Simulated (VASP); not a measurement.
Runs of VASP 6.6.1 on BiAu. The structure is that of space group Fm-3m (No. 225), or close to it. The cells are those of the table. 

```tsv
cell	gap on the mesh (eV)	pressure (GPa)
a = 4.124 Å, angles 60.0°, 2 atoms	none	-0.1
a = 4.068 Å, angles 60.0°, 2 atoms	none	(b)
a = 4.024 Å, angles 60.0°, 2 atoms	none	7.6
a = 4.151 Å, angles 60.0°, 2 atoms	none	-1.6
a = 4.178 Å, angles 60.0°, 2 atoms	none	(a)
```

Alike in all rows: task single point; level PBEsol; potentials or basis VASP PAW PBE potentials, release 64 (Au, Bi_d); no spin polarisation; k mesh 10 × 10 × 10; cutoff (eV) 520; smearing gaussian 0.05 eV.

Question: Estimate the missing entries.

Answer: (a) -3.1; (b) 3.8.

Caveats: the PAW data sets were made with another functional, which shifts forces and pressure a little; spin-orbit coupling is left out, which moves the levels of the heavy elements.

A k mesh can miss the band edges, and the runs leave out spin-orbit coupling on Au, Bi.

A gap of «none» marks levels without a gap at the run's occupations.
